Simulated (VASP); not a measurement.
BAs, 2 atoms in the cell. It takes space group F-43m (No. 216, cubic). The conventional cell has a = 4.809 Å, b = 4.809 Å, c = 4.809 Å, α = 90.00°, β = 90.00°, γ = 90.00°. B (site symmetry -43m) has 4 As at 2.08 Å within 2.8 Å. As (site symmetry -43m) has 4 B at 2.08 Å within 2.8 Å. 

```yaml
Program: VASP 6.6.1
Task: single point
Functional: PBE
Potentials_or_basis: VASP PAW PBE potentials, release 64 (B, As)
Cutoff: 520 eV
k_mesh: 10 × 10 × 10
Occupations: gaussian, width 0.01 eV
Spin: no spin polarisation
Dipole_correction: no
Further_INCAR_settings: ALGO = Normal; EDIFF = 1e-06; NBANDS = 11
```

Potentials or basis: VASP PAW PBE potentials, release 64 (B, As).

Launch:

```sh
$ cat potpaw_PBE.64/B/POTCAR potpaw_PBE.64/As/POTCAR > POTCAR
$ mpirun -np 1 vasp_std > vasp.out
```

Hardware: 1 thread of Intel(R) Xeon(R) 6975P-C (Granite Rapids), on a shared host.

Estimate the wall time of this run.

It took 7.2 s on 1 thread of Intel(R) Xeon(R) 6975P-C (Granite Rapids), with other jobs on the host, peak memory 0.16 GiB. Counts: scf iterations 12, k points 47.
